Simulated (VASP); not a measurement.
Input of a VASP 6.6.1 run:

File INCAR:

```
SYSTEM = GaSb
PREC = Accurate ; ENCUT = 520
EDIFF = 1E-7 ; ISMEAR = -1
SIGMA = 0.05 ; LREAL = .FALSE.
LASPH = .TRUE. ; NELM = 80
ALGO = Normal ; ISIF = 2
LWAVE = .FALSE. ; LCHARG = .FALSE.
GGA = PS ; NBANDS = 16
```

File KPOINTS:

```
regular mesh
0
G
  10 10 10
  0 0 0
```

The input POSCAR:

```
GaSb
1.0
   -2.6143841552      2.6143841552      1.4816048965
    2.6143841552     -2.6143841552      1.4816048965
    2.6143841552      2.6143841552     -1.4816048965
Sb Ga
1 1
Direct
    0.0000000000      0.0000000000      0.0000000000
    0.7500000000      0.2500000000      0.5000000000
```

Potentials or basis: VASP PAW PBE potentials, release 64 (Sb, Ga_d).

The run is started by

```sh
$ cat potpaw_PBE.64/Sb/POTCAR potpaw_PBE.64/Ga_d/POTCAR > POTCAR
$ mpirun -np 1 vasp_std > vasp.out
```

(1) Estimate the pressure.

(2) What does it give for the band gap on the k mesh?

## Answers

(1) 10.2 GPa.

(2) zero (bands 9 and 10 overlap by 5.20 eV).

Caveat: the cell stands under pressure; the PAW data sets were made with another functional, which shifts forces and pressure a little; spin-orbit coupling is left out, which moves the levels of the heavy elements.
